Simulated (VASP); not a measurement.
# ZrB (Fm-3m) in VASP: a series of runs

ZrB is run at these levels: PBE; tasks: single point, relaxation of cell and atoms.

Everything below comes from runs of VASP 6.6.1. Logs are shortened: lines on timing, memory, paths and dates and some standing lists are left out, and cuts for length are marked.

### Step 1. The cell of the first run

It takes space group Fm-3m (No. 225, cubic). The conventional cell has a = 4.650 Å, b = 4.650 Å, c = 4.650 Å, α = 90.00°, β = 90.00°, γ = 90.00°. Zr (site symmetry m-3m) has 6 B at 2.33 Å within 3.1 Å. Within 3.1 Å of B (site symmetry m-3m) lie 6 Zr at 2.33 Å.

### Step 2. Single point, PBE

File INCAR:

```
SYSTEM = ZrB
  ALGO = Normal
  EDIFF = 1E-6
  ENCUT = 520
  GGA = PE
  ISIF = 2
  ISMEAR = 0
  LASPH = .True.
  LCHARG = .False.
  LREAL = .False.
  LWAVE = .False.
  NBANDS = 14
  NELM = 100
  PREC = Accurate
  SIGMA = 0.1
```

File KPOINTS:

```
k-points
0
Gamma
  6 6 6
  0 0 0
```

File POSCAR:

```
ZrB
1.0
    0.0000000000      2.3250000000      2.3250000000
    2.3250000000      0.0000000000      2.3250000000
    2.3250000000      2.3250000000      0.0000000000
Zr B
1 1
Direct
    0.0000000000      0.0000000000      0.0000000000
    0.5000000000      0.5000000000      0.5000000000
```

Potentials or basis: VASP PAW PBE potentials, release 64 (Zr_sv, B).

Launch:

```sh
$ cat potpaw_PBE.64/Zr_sv/POTCAR potpaw_PBE.64/B/POTCAR > POTCAR
$ mpirun -np 1 vasp_std > vasp.out
```

OUTCAR:

```text
SYSTEM = ZrB
   EDIFF = 1E-6
   ENCUT = 520
   GGA = PE
   ISIF = 2
   ISMEAR = 0
   LASPH = .True.
   LREAL = .False.
   NELM = 100
   PREC = Accurate

 ion  position               nearest neighbor table
   1  0.000  0.000  0.000-   2 2.33   2 2.33   2 2.33   2 2.33   2 2.33   2 2.33
   2  0.500  0.500  0.500-   1 2.33   1 2.33   1 2.33   1 2.33   1 2.33   1 2.33

  LATTYP: Found a face centered cubic cell.
 ALAT       =     4.6500000000

  Lattice vectors:

 A1 = (   0.0000000000,   2.3250000000,   2.3250000000)
 A2 = (   2.3250000000,   0.0000000000,   2.3250000000)
 A3 = (   2.3250000000,   2.3250000000,   0.0000000000)

Analysis of symmetry for initial positions (statically):
=====================================================================
 Subroutine PRICEL returns:
 Original cell was already a primitive cell.

 Routine SETGRP: Setting up the symmetry group for a
 face centered cubic supercell.

 Subroutine GETGRP returns: Found 48 space group operations
 (whereof 48 operations were pure point group operations)
 out of a pool of 48 trial point group operations.

The static configuration has the point symmetry O_h .

Analysis of symmetry for dynamics (positions and initial velocities):
=====================================================================
 Subroutine PRICEL returns:
 Original cell was already a primitive cell.

 Routine SETGRP: Setting up the symmetry group for a
 face centered cubic supercell.

 Subroutine GETGRP returns: Found 48 space group operations
 (whereof 48 operations were pure point group operations)
 out of a pool of 48 trial point group operations.

The dynamic configuration has the point symmetry O_h .

 Subroutine INISYM returns: Found 48 space group operations
 (whereof 48 operations are pure point group operations),
 and found     1 'primitive' translations

----------------------------------------------------------------------------------------

                                     Primitive cell

  volume of cell :      25.1362

  direct lattice vectors                    reciprocal lattice vectors
     0.000000000  2.325000000  2.325000000    -0.215053763  0.215053763  0.215053763
     2.325000000  0.000000000  2.325000000     0.215053763 -0.215053763  0.215053763
     2.325000000  2.325000000  0.000000000     0.215053763  0.215053763 -0.215053763

  length of vectors
     3.288046533  3.288046533  3.288046533     0.372484045  0.372484045  0.372484045

  position of ions in fractional coordinates (direct lattice)
     0.000000000  0.000000000  0.000000000
     0.500000000  0.500000000  0.500000000

  ion indices of the primitive-cell ions
   primitive index   ion index
                 1           1
                 2           2

----------------------------------------------------------------------------------------

 KPOINTS: k-points

Automatic generation of k-mesh.
 Grid dimensions read from file:
 generate k-points for:    6    6    6

 Generating k-lattice:

  Cartesian coordinates                     Fractional coordinates (reciprocal lattice)
    -0.035842294  0.035842294  0.035842294     0.166666667  0.000000000  0.000000000
     0.035842294 -0.035842294  0.035842294     0.000000000  0.166666667  0.000000000
     0.035842294  0.035842294 -0.035842294     0.000000000  0.000000000  0.166666667

  Length of vectors
     0.062080674  0.062080674  0.062080674

  Shift w.r.t. Gamma in fractional coordinates (k-lattice)
     0.000000000  0.000000000  0.000000000

 Subroutine IBZKPT returns following result:
 ===========================================

 Found     16 irreducible k-points:

 Following reciprocal coordinates:
            Coordinates               Weight
  0.000000  0.000000  0.000000      1.000000
  0.166667  0.000000  0.000000      8.000000
  0.333333  0.000000  0.000000      8.000000
  0.500000  0.000000  0.000000      4.000000
  0.166667  0.166667  0.000000      6.000000
  0.333333  0.166667  0.000000     24.000000
[... 8 lines left out ...]
 -0.333333  0.333333  0.166667     24.000000
 -0.333333  0.500000  0.166667     12.000000
   k-points           NKPTS =     16   k-points in BZ     NKDIM =     16   number of bands    NBANDS=     14
   number of dos      NEDOS =    301   number of ions     NIONS =      2
   total plane-waves  NPLWV =  13824
   dimension x,y,z NGX =    24 NGY =   24 NGZ =   24
   dimension x,y,z NGXF=    48 NGYF=   48 NGZF=   48
   ions per type =               1   1
   NGX,Y,Z   is equivalent  to a cutoff of  12.13, 12.13, 12.13 a.u.
   NGXF,Y,Z  is equivalent  to a cutoff of  24.27, 24.27, 24.27 a.u.
 SYSTEM =  ZrB
   PREC   = accura    normal or accurate (medium, high low for compatibility)
   ISTART =      0    job   : 0-new  1-cont  2-samecut
   ICHARG =      2    charge: 1-file 2-atom 10-const
   ISPIN  =      1    spin polarized calculation?
   LNONCOLLINEAR =      F non collinear calculations
   LSORBIT =      F    spin-orbit coupling
   LASPH  =      T    aspherical Exc in radial PAW
   ENCUT  =  520.0 eV  38.22 Ry    6.18 a.u.   6.11  6.11  6.11*2*pi/ulx,y,z
   NELM   =    100;   NELMIN=  2; NELMDL= -5     # of ELM steps
   EDIFF  = 0.1E-05   stopping-criterion for ELM
   LREAL  =      F    real-space projection
   EDIFFG = 0.1E-04   stopping-criterion for IOM
   NSW    =      0    number of steps for IOM
   IBRION =     -1    ionic relax: 0-MD 1-quasi-New 2-CG
   NFREE  =      0    steps in history (QN), initial steepest desc. (CG)
   ISIF   =      2    stress and relaxation
   ISYM   =      2    0-nonsym 1-usesym 2-fastsym
   POTIM  = 0.5000    time-step for ionic-motion
   TEBEG  =    0.0;   TEEND  =   0.0 temperature during run
   PSTRESS=    0.0 pullay stress
   NELECT =      15.0000    total number of electrons
   NUPDOWN=      -1.0000    fix difference up-down
   EMIN   =  10.00;   EMAX   =-10.00  energy-range for DOS
   EFERMI =   0.00;   METHOD = LEGACY
   ISMEAR =     0;   SIGMA  =   0.10  broadening in eV -4-tet -1-fermi 0-gaus
   EFERMI_NEDOS =   21; number of points for ismear=-14 and -15
   IALGO  =     38    algorithm
   IMIX   =      4    mixing-type and parameters
     AMIX     =   0.40;   BMIX     =  1.00
     AMIX_MAG =   1.60;   BMIX_MAG =  1.00
  volume/ion in A,a.u.               =      12.57        84.81
  Fermi-wavevector in a.u.,A,eV,Ry     =   1.378285  2.604581 25.846565  1.899669
  Thomas-Fermi vector in A             =   2.503360
   LORBIT       =      0    0 simple, 1 ext, 2 COOP (PROOUT), +10 PAW based schemes
   GGA     = PE    functional components
   LHFCALC =     F    Hartree Fock is set to
   AEXX    =    0.0000 exact exchange contribution
   IVDW    =     0    specifies the selected vdW correction
   LEPSILON=     F    determine dielectric tensor
   LRPA    =     F    only Hartree local field effects (RPA)
 non-spin polarized calculation
 Gauss-broadening in eV      SIGMA  =   0.10
  energy-cutoff  :      520.00
  volume of cell :       25.14
 maximum number of plane-waves:       700
   NGX = 13   NGY = 13   NGZ = 13

 number of electron      15.0000000 magnetization

 Free energy of the ion-electron system (eV)
  ---------------------------------------------------
  ext. energy  EPLUGINS =         0.00000000
  ---------------------------------------------------
  free energy    TOTEN  =       -15.59507270 eV

  energy without entropy =      -15.58570292  energy(sigma->0) =      -15.59038781

 E-fermi :   8.8382     XC(G=0): -12.2216

 val. band max:        8.8134482541   @ k =   0.5000   0.3333   0.1667
 cond. band min:       9.2838101763   @ k =   0.1667   0.0000   0.0000
 fundamental gap:      0.4703619222
 Fermi energy:         8.8382024597

 k-point     1 :       0.0000    0.0000    0.0000
  band No.  band energies     occupation
      1     -37.7629      2.00000
      2     -15.5028      2.00000
      3     -15.5028      2.00000
      4     -15.5028      2.00000
      5       0.6884      2.00000
      6      10.9407      0.00000
      7      10.9407      0.00000
      8      10.9407      0.00000
      9      12.7176      0.00000
     10      12.7176      0.00000
     11      12.8368      0.00000
     12      12.8368      0.00000
     13      12.8368      0.00000
     14      20.1606      0.00000

 k-point     2 :       0.1667    0.0000    0.0000
  band No.  band energies     occupation
      1     -37.7332      2.00000
      2     -15.7562      2.00000
      3     -15.5265      2.00000
      4     -15.5265      2.00000
      5       1.4163      2.00000
      6       9.2838      0.00000
      7       9.8281      0.00000
      8       9.8281      0.00000
      9      11.8736      0.00000
     10      11.8736      0.00000
     11      13.5287      0.00000
     12      16.2619      0.00000
     13      16.2619      0.00000
     14      21.8015      0.00000

 k-point     3 :       0.3333    0.0000    0.0000
  band No.  band energies     occupation
      1     -37.6730      2.00000
      2     -16.2321      2.00000
      3     -15.5732      2.00000
      4     -15.5732      2.00000
      5       3.1482      2.00000
      6       7.0817      2.00000
      7       8.1782      2.00000
      8       8.1782      2.00000
      9      13.5242      0.00000
     10      13.5242      0.00000
     11      14.5140      0.00000
     12      20.0718      0.00000
     13      20.0718      0.00000
     14      20.4858      0.00000
[... 188 lines left out ...]
 k-point    15 :      -0.3333    0.3333    0.1667
  band No.  band energies     occupation
      1     -37.6123      2.00000
      2     -16.2314      2.00000
      3     -15.9806      2.00000
      4     -15.7438      2.00000
      5       3.8706      2.00000
      6       6.6910      2.00000
      7       8.0941      2.00000
      8       8.5184      1.99999
      9      13.9144      0.00000
     10      14.0885      0.00000
     11      15.9952      0.00000
     12      18.8230      0.00000
     13      19.5880      0.00000
     14      22.3746      0.00000

 k-point    16 :      -0.3333    0.5000    0.1667
  band No.  band energies     occupation
      1     -37.6021      2.00000
      2     -16.2331      2.00000
      3     -15.9700      2.00000
      4     -15.8431      2.00000
      5       3.2064      2.00000
      6       7.8911      2.00000
      7       8.3239      2.00000
      8       8.7753      1.62656
      9      12.9514      0.00000
     10      15.3021      0.00000
     11      15.9600      0.00000
     12      16.8486      0.00000
     13      19.3371      0.00000
     14      24.0200      0.00000

------------------------ aborting loop because EDIFF is reached ----------------------------------------

  FORCE on cell =-STRESS in cart. coord.  units (eV):
  Direction    XX          YY          ZZ          XY          YZ          ZX
  --------------------------------------------------------------------------------------
  -------------------------------------------------------------------------------------
  Total        5.5005935      5.5005935      5.5005935      0.0000000     -0.0000000      0.0000000
  in kB      350.6075522    350.6075522    350.6075522      0.0000000     -0.0000000      0.0000000
  external PRESSURE =     350.6075522 kB  Pullay stress =       0.0000000 kB

 VOLUME and BASIS-vectors are now :
 -----------------------------------------------------------------------------
  energy-cutoff  :      520.00
  volume of cell :       25.14
      direct lattice vectors                 reciprocal lattice vectors
     0.000000000  2.325000000  2.325000000    -0.215053763  0.215053763  0.215053763
     2.325000000  0.000000000  2.325000000     0.215053763 -0.215053763  0.215053763
     2.325000000  2.325000000  0.000000000     0.215053763  0.215053763 -0.215053763

 POSITION                                       TOTAL-FORCE (eV/Angst)
 -----------------------------------------------------------------------------------
      0.00000      0.00000      0.00000         0.000000      0.000000     -0.000000
      2.32500      2.32500      2.32500        -0.000000     -0.000000      0.000000
 -----------------------------------------------------------------------------------
    total drift:                                0.000000     -0.000000     -0.000000

  FREE ENERGIE OF THE ION-ELECTRON SYSTEM (eV)
  ---------------------------------------------------
  free  energy   TOTEN  =       -15.5950726996 eV

  energy  without entropy=      -15.5857029192  energy(sigma->0) =      -15.59038781
```

Run time: 9.6 s. Hardware: 1 thread of AMD EPYC 7R43 (Zen 3), shared host; peak memory 0.1 GiB.

What came out:

```
Free energy : -15.5951 eV
Pressure    : 35.1 GPa
```

Caveat: the k points lie up to 0.39 Å⁻¹ apart.

### Step 3. Single point, PBE

This run uses another cell than the first one, of 14.74 Å³/atom, 1.173 times its volume.

File INCAR:

```
SYSTEM = ZrB
PREC     = Accurate       ! precision mode
ENCUT    = 520            ! plane-wave cutoff, eV
EDIFF    = 1E-7           ! SCF threshold, eV
ISMEAR   = 0              ! smearing method
SIGMA    = 0.1            ! smearing width, eV
LREAL    = .False.        ! projectors in reciprocal space
LASPH    = .True.         ! aspherical terms in the spheres
NELM     = 100            ! most SCF steps
ALGO     = Normal         ! electronic algorithm
ISIF     = 2              ! what is computed and relaxed
LWAVE    = .False.        ! write WAVECAR
LCHARG   = .False.        ! write CHGCAR
GGA      = PE             ! functional
NBANDS   = 14             ! bands
```

File KPOINTS:

```
regular mesh
0
Gamma
  20 20 20
  0 0 0
```

File POSCAR:

```
ZrB
1.0
    0.0000000000      2.4520589629      2.4520589629
    2.4520589629      0.0000000000      2.4520589629
    2.4520589629      2.4520589629      0.0000000000
Zr B
1 1
Direct
    0.0000000000      0.0000000000      0.0000000000
    0.5000000000      0.5000000000      0.5000000000
```

Potentials or basis: VASP PAW PBE potentials, release 64 (Zr_sv, B).

Launch:

```sh
$ cat potpaw_PBE.64/Zr_sv/POTCAR potpaw_PBE.64/B/POTCAR > POTCAR
$ mpirun -np 1 vasp_std > vasp.out
```

OUTCAR:

```text
SYSTEM = ZrB
   PREC = Accurate
   ENCUT = 520
   EDIFF = 1E-7
   ISMEAR = 0
   LREAL = .False.
   LASPH = .True.
   NELM = 100
   ISIF = 2
   GGA = PE

 ion  position               nearest neighbor table
   1  0.000  0.000  0.000-   2 2.45   2 2.45   2 2.45   2 2.45   2 2.45   2 2.45
   2  0.500  0.500  0.500-   1 2.45   1 2.45   1 2.45   1 2.45   1 2.45   1 2.45

  LATTYP: Found a face centered cubic cell.
 ALAT       =     4.9041179258

  Lattice vectors:

 A1 = (   0.0000000000,   2.4520589629,   2.4520589629)
 A2 = (   2.4520589629,   0.0000000000,   2.4520589629)
 A3 = (   2.4520589629,   2.4520589629,   0.0000000000)
[... 586 lines left out ...]
     11      12.5982      0.00000
     12      16.7147      0.00000
     13      16.9507      0.00000
     14      17.8891      0.00000

 [... further k-points ...]
[... 5 lines left out ...]
  --------------------------------------------------------------------------------------
  -------------------------------------------------------------------------------------
  Total        0.0194662      0.0194662      0.0194662      0.0000000      0.0000000      0.0000000
  in kB        1.0577161      1.0577161      1.0577161      0.0000000      0.0000000      0.0000000
  external PRESSURE =       1.0577161 kB  Pullay stress =       0.0000000 kB

 VOLUME and BASIS-vectors are now :
 -----------------------------------------------------------------------------
  energy-cutoff  :      520.00
  volume of cell :       29.49
      direct lattice vectors                 reciprocal lattice vectors
     0.000000000  2.452058963  2.452058963    -0.203910268  0.203910268  0.203910268
     2.452058963  0.000000000  2.452058963     0.203910268 -0.203910268  0.203910268
     2.452058963  2.452058963  0.000000000     0.203910268  0.203910268 -0.203910268

 POSITION                                       TOTAL-FORCE (eV/Angst)
 -----------------------------------------------------------------------------------
      0.00000      0.00000      0.00000        -0.000000      0.000000      0.000000
      2.45206      2.45206      2.45206         0.000000      0.000000      0.000000
 -----------------------------------------------------------------------------------
    total drift:                               -0.000000      0.000000      0.000000

  FREE ENERGIE OF THE ION-ELECTRON SYSTEM (eV)
  ---------------------------------------------------
  free  energy   TOTEN  =       -16.0071084742 eV

  energy  without entropy=      -16.0010200214  energy(sigma->0) =      -16.00406425
```

Run time: 2.4 min. Hardware: 1 thread of AMD EPYC 7R43 (Zen 3), shared host; peak memory 0.2 GiB.

Results:

```yaml
Free_energy: -16.0071 eV
Pressure: 0.1 GPa
```

(Continued in part 2 of 2.)
